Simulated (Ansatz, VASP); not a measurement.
## TlH4: VASP beside Ansatz

```
Tl H
1.0
     3.95489    0.15463    0.20442
    -0.18813    3.96781    0.14822
    -0.46020   -0.36047    7.97169
Tl H
2 8
Cartesian
  1.3949 1.9699 1.7248
  1.1671 1.7976 5.7499
  1.4826 -0.0148 1.6788
  3.7120 -0.1294 3.7305
  1.0635 1.7129 7.6020
  1.2689 1.8756 3.8885
  2.9936 0.0826 3.7757
  1.0770 3.7806 5.8350
  3.3718 2.0474 1.8195
  3.1445 1.8743 5.8731
```

Change from the starting cell: the structure that the rattled cell fell into.

Alike in both runs: functional PBE; k mesh 4 × 4 × 2; occupations gaussian, width 0.1 eV; no spin polarisation.

Ansatz relaxed the structure, and its values are those at the end. VASP's run is a single point on that final structure, the one shown.

|  | VASP | Ansatz |
| --- | --- | --- |
| version | VASP 6.6.1 | Ansatz 0.2.0 |
| potentials or method | VASP PAW PBE potentials, release 64 (Tl_d, H), cutoff 520 eV | scalar-relativistic, plane waves, PAW |
| valence electrons in the cell | 34 | 34 |

```tsv
	VASP	Ansatz	Ansatz less VASP
gap on the k mesh at the Fermi level (eV)	none	none	-
pressure (GPa)	-0.1	0.0	+0.17
rms of the force components (eV/Å)	0.005	0.002	-0.0026
```

A gap of «none» marks a metal or a gap that the smearing closes. The functional is the same, so the differences come from potentials, cutoffs and numerics.

The k mesh is coarse, so the values compare programs but aren't converged. Spin-orbit coupling is off throughout.
